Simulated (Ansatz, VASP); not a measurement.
One calculation of Si5Ge2, two programs

```
Si Ge
1.0
     4.46370   -3.02355   -0.28574
     4.46370    3.02355   -0.28574
    -1.84936    0.00000    4.56954
Si Ge
5 2
Direct
  0.00000 0.00000 0.00000
  0.39803 0.80533 0.38600
  0.19467 0.60197 0.61400
  0.60197 0.19467 0.61400
  0.80533 0.39803 0.38600
  0.29336 0.29336 0.02176
  0.70664 0.70664 0.97824
```

Change from the starting cell: species swapped into the Rb2Te5 type (C2/m, No. 12).

Alike in both runs: functional PBE; k mesh 6 × 6 × 8; occupations gaussian, width 0.1 eV; no spin polarisation.

Ansatz relaxed the structure, and its values are those at the end. VASP's run is a single point on that final structure, the one shown.

|  | VASP | Ansatz |
| --- | --- | --- |
| version | VASP 6.6.1 | Ansatz 0.2.0 |
| potentials or method | VASP PAW PBE potentials, release 64 (Si, Ge_d), cutoff 520 eV | scalar-relativistic, plane waves, PAW |
| valence electrons in the cell | 48 | 48 |

|  | VASP | Ansatz | Ansatz less VASP |
| --- | --- | --- | --- |
| gap on the k mesh at the Fermi level (eV) | none | none | - |
| pressure (GPa) | 0.0 | 0.0 | +0.04 |

A gap of «none» marks a metal or a gap that the smearing closes. With one functional, cell and mesh, what is left measures potentials, basis and numerics.
